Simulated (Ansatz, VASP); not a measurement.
# FeNi3 in VASP and in Ansatz

```xyz
4
Lattice="3.5450 0.0000 0.0000 0.0000 3.5450 0.0000 0.0000 0.0000 3.5450" Properties=species:S:1:pos:R:3 pbc="T T T"
Ni    1.7725    1.7725    0.0000
Ni    1.7725    0.0000    1.7725
Ni    0.0000    1.7725    1.7725
Fe    0.0000    0.0000    0.0000
```

Alike in both runs: functional LDA; k mesh 8 × 8 × 8; occupations fermi-dirac, width 0.05 eV; collinear spin.

|  | VASP | Ansatz |
| --- | --- | --- |
| version | VASP 6.6.1 | Ansatz 0.2.0 |
| potentials or method | VASP PAW LDA potentials, release 64 (Ni, Fe), cutoff 520 eV | all-electron LAPW, scalar-relativistic |
| task | single point | band structure |

VASP gave:

```
gap on the k mesh at the Fermi level (eV)                     : none
pressure (GPa)                                                : -17.3
net moment per atom (μB)                                      : 1.14
size of the moment on the site where the two differ most (μB) : 2.79
```

Q: What did Ansatz give for the same quantities?

A: gap on the k mesh at the Fermi level (eV): none; pressure (GPa): -17.2; net moment per atom (μB): 1.17; size of the moment on the site where the two differ most (μB): 2.87.

LDA's correlation is that of Perdew and Zunger in VASP and of Perdew and Wang (1992) in Ansatz. Site moments also hang on the region over which each program counts them. A gap of «none» marks a metal or a gap that the smearing closes. Ansatz ran all-electron here, and VASP with PAW potentials.
